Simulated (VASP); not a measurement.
Write the native input for VASP 6.6.1 that does the following.

| Quantity | Value |
| --- | --- |
| Task | single point |
| Functional | PBE-based global hybrid with 35 % exact exchange |
| Potentials or basis | VASP PAW PBE potentials, release 64 (Hg, Te) |
| Cutoff | 520 eV |
| k mesh | 4 × 4 × 4 |
| Occupations | fermi-dirac, width 0.05 eV |
| Spin | no spin polarisation |
| Dipole correction | no |
| Grid for exact exchange (PRECFOCK) | Normal |
| Share of exact exchange | 0.35 |
| Further INCAR settings | ALGO = Normal; EDIFF = 1e-07; NBANDS = 16 |

HgTe:

```
CELL_PARAMETERS angstrom
0.00000 3.21450 3.21450
3.21450 0.00000 3.21450
3.21450 3.21450 0.00000
ATOMIC_POSITIONS crystal
Hg 0.00000 0.00000 0.00000
Te 0.75000 0.75000 0.75000
```

One way to write it, as run:

POSCAR

```
HgTe
1.0
    0.0000000000      3.2145000000      3.2145000000
    3.2145000000      0.0000000000      3.2145000000
    3.2145000000      3.2145000000      0.0000000000
Hg Te
1 1
Direct
    0.0000000000      0.0000000000      0.0000000000
    0.7500000000      0.7500000000      0.7500000000
```

INCAR.step1

```
SYSTEM = HgTe
PREC = Accurate
ENCUT = 520
EDIFF = 1E-5
ISMEAR = -1
SIGMA = 0.05
LREAL = .False.
LASPH = .True.
NELM = 100
ALGO = Normal
ISIF = 2
LWAVE = .True.
LCHARG = .False.
NBANDS = 16
GGA = PE
```

INCAR.step2

```
SYSTEM = HgTe
PREC = Accurate
ENCUT = 520
EDIFF = 1E-7
ISMEAR = -1
SIGMA = 0.05
LREAL = .False.
LASPH = .True.
NELM = 100
ALGO = Normal
ISIF = 2
LWAVE = .False.
LCHARG = .False.
GGA = PE
LHFCALC = .True.
AEXX = 0.35
PRECFOCK = Normal
NBANDS = 16
ISTART = 1
```

KPOINTS

```
regular mesh
0
Gamma
  4 4 4
  0 0 0
```

Potentials or basis: VASP PAW PBE potentials, release 64 (Hg, Te).

Launch:

```sh
$ cat potpaw_PBE.64/Hg/POTCAR potpaw_PBE.64/Te/POTCAR > POTCAR
$ cp INCAR.step1 INCAR
$ mpirun -np 1 vasp_std > vasp.out
$ cp INCAR.step2 INCAR
$ mpirun -np 1 vasp_std > vasp.out
```

It gave:

```
Pressure               : 2.3 GPa
Band gap on the k mesh : 1.27 eV
```

Caveat: the k points lie up to 0.42 Å⁻¹ apart; the PAW data sets were made with another functional, which shifts forces and pressure a little; spin-orbit coupling is left out, which moves the levels of the heavy elements.

Wall time 33 min on 1 thread of AMD EPYC 7571, with other jobs on the host, peak memory 0.19 GiB.
